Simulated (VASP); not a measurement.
Here is a VASP 6.6.1 calculation.

Contents of POSCAR:

```
Ag
1.0
    4.6128030444      0.0000000000      0.0000000000
   -2.3064015222      3.9948046191      0.0000000000
    0.0000000000      0.0000000000      2.7601594312
Ag
3
Direct
    0.0000000000      1.0000000000      0.0000000000
    0.3333333333      0.6666666667      0.5000000000
    0.6666666667      0.3333333333      0.5000000000
```

The input INCAR.step1:

```
PREC = Accurate
ENCUT = 520
ISMEAR = -1
SIGMA = 0.1
LREAL = F
LASPH = T
NELM = 80
NBANDS = 24
GGA = PE
ALGO = Normal
EDIFF = 1E-4
LWAVE = T
LCHARG = F
```

The input INCAR.step2:

```
PREC = Accurate
ENCUT = 520
EDIFF = 1E-6
ISMEAR = -1
SIGMA = 0.1
LREAL = F
LASPH = T
NELM = 80
ALGO = Normal
ISIF = 2
LWAVE = F
LCHARG = T
METAGGA = R2SCAN
LMIXTAU = T
LELF = T
LVHAR = T
NBANDS = 24
ISTART = 1
```

The input KPOINTS:

```
Automatic mesh
0
Gamma
  9 9 13
```

Potentials or basis: VASP PAW PBE potentials, release 64 (Ag).

Run with:

```console
$ cat potpaw_PBE.64/Ag/POTCAR > POTCAR
$ cp INCAR.step1 INCAR
$ mpirun -np 1 vasp_std > vasp.out
$ cp INCAR.step2 INCAR
$ mpirun -np 1 vasp_std > vasp.out
```

(1) Estimate the pressure.

Answers

(1) 4.7 GPa.

Caveat: the PAW data sets were made with another functional, which shifts forces and pressure a little.
